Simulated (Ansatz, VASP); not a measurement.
SiC in VASP and in Ansatz

INCAR

```
PREC = Accurate
ENCUT = 600
EDIFF = 1E-6
ISMEAR = 0
SIGMA = 0.1
LREAL = False
LASPH = True
NELM = 120
ALGO = Normal
ISIF = 2
LWAVE = False
LCHARG = True
GGA = PE
LELF = True
LVHAR = True
NBANDS = 11
GGA_COMPAT = False
```

The input KPOINTS:

```
Automatic mesh
0
Gamma
  8 8 8
```

The input POSCAR:

```
SiC
1.0
    0.0000000000      2.1790000000      2.1790000000
    2.1790000000      0.0000000000      2.1790000000
    2.1790000000      2.1790000000      0.0000000000
Si C
1 1
Direct
    0.0000000000      0.0000000000      0.0000000000
    0.2500000000      0.2500000000      0.2500000000
```

Input for Ansatz:

```yaml
crystal:
  lattice:
    - [0.0, 2.179, 2.179]
    - [2.179, 0.0, 2.179]
    - [2.179, 2.179, 0.0]
  atoms:
    - { symbol: Si, position: [0.0, 0.0, 0.0] }
    - { symbol: C, position: [0.25, 0.25, 0.25] }
basis:
  ecutwfc: 420
kpoints:
  mp_grid: { grid: [8, 8, 8] }
hamiltonian:
  xc: pbe
scf:
  occupations: { method: gaussian, width: 0.1 }
output:
  forces: true
  stress: true
  eigenvalues: true
```

Alike in both runs: task single point; functional PBE; k mesh 8 × 8 × 8; occupations gaussian, width 0.1 eV; no spin polarisation.

```csv
,VASP,Ansatz
version,VASP 6.6.1,Ansatz 0.2.0
potentials or method,"VASP PAW PBE potentials, release 64 (Si, C), cutoff 600 eV","scalar-relativistic, plane waves, PAW"
valence electrons in the cell,8,8
```

Ansatz gave:

* gap on the k mesh at the Fermi level (eV): 1.36
* least direct gap on the mesh (eV): 4.55
* pressure (GPa): 3.3

Estimate VASP's values.

gap on the k mesh at the Fermi level (eV): 1.36; least direct gap on the mesh (eV): 4.54; pressure (GPa): 3.1.
